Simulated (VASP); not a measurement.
Si, 1 atom in the cell. The structure is hexagonal, space group P6/mmm (No. 191). Conventional cell: a = 1.996 Å, b = 1.996 Å, c = 1.942 Å, α = 90.00°, β = 90.00°, γ = 120.00°. Si (site symmetry 6/mmm) has 8 Si at 1.94 to 2.00 Å within 2.6 Å. 

```yaml
Program: VASP 6.6.1
Task: single point
Functional: PBE
Potentials_or_basis: VASP PAW PBE potentials, release 64 (Si)
Cutoff: 520 eV
k_mesh: 21 × 21 × 20
Occupations: fermi-dirac, width 0.08 eV
Spin: no spin polarisation
Dipole_correction: no
Further_INCAR_settings: ALGO = Normal; EDIFF = 1e-06; NBANDS = 8
```

Potentials or basis: VASP PAW PBE potentials, release 64 (Si).

Command:

```bash
$ cat potpaw_PBE.64/Si/POTCAR > POTCAR
$ mpirun -np 1 vasp_std > vasp.out
```

Hardware: 1 thread of Intel Xeon 6975P-C, with other jobs on the host.

Problem. Estimate the wall time of this run.

Solution. It took 17 s on 1 thread of Intel Xeon 6975P-C (shared host), peak memory 0.13 GiB. Counts: scf iterations 11, k points 528.
